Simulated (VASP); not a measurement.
A run of VASP 6.6.1 is set up as follows.

INCAR

```
SYSTEM = PtSe2
PREC     = Accurate       ! precision mode
ENCUT    = 520            ! plane-wave cutoff, eV
EDIFF    = 1E-7           ! SCF threshold, eV
ISMEAR   = -1             ! smearing method
SIGMA    = 0.05           ! smearing width, eV
LREAL    = .False.        ! projectors in reciprocal space
LASPH    = .True.         ! aspherical terms in the spheres
NELM     = 60             ! most SCF steps
ALGO     = Normal         ! electronic algorithm
ISIF     = 2              ! what is computed and relaxed
LWAVE    = .False.        ! write WAVECAR
LCHARG   = .False.        ! write CHGCAR
GGA      = PS             ! functional
NBANDS   = 18             ! bands
```

Contents of KPOINTS:

```
Automatic mesh
0
Gamma
  8 8 5
  0 0 0
```

Contents of POSCAR:

```
PtSe2
1.0
    3.7578492320      0.0000000000      0.0000000000
   -1.8789246160      3.2543928985      0.0000000000
    0.0000000000      0.0000000000      4.8534001318
Pt Se
1 2
Direct
    0.0000000000      0.0000000000      0.0000000000
    0.6666666667      0.3333333333      0.7378729294
    0.3333333333      0.6666666667      0.2621270706
```

Potentials or basis: VASP PAW PBE potentials, release 64 (Pt, Se).

Command:

```bash
$ cat potpaw_PBE.64/Pt/POTCAR potpaw_PBE.64/Se/POTCAR > POTCAR
$ mpirun -np 1 vasp_std > vasp.out
```

Q: What does it give for the largest force?

A: 0.016 eV/Å.

Q: Estimate the band gap on the k mesh.

A: Zero (band 11 reaches 7.36 eV, above the bottom of band 12 at 6.58 eV).

Q: What does it give for the pressure?

A: 0.1 GPa.

Forces in eV/Å, atoms in the order of the input:
```
Pt   0.000  0.000  0.000
Se   0.000  0.000 -0.016
Se   0.000  0.000  0.016
```

Caveat: the PAW data sets were made with another functional, which shifts forces and pressure a little; spin-orbit coupling is left out, which moves the levels of the heavy elements.
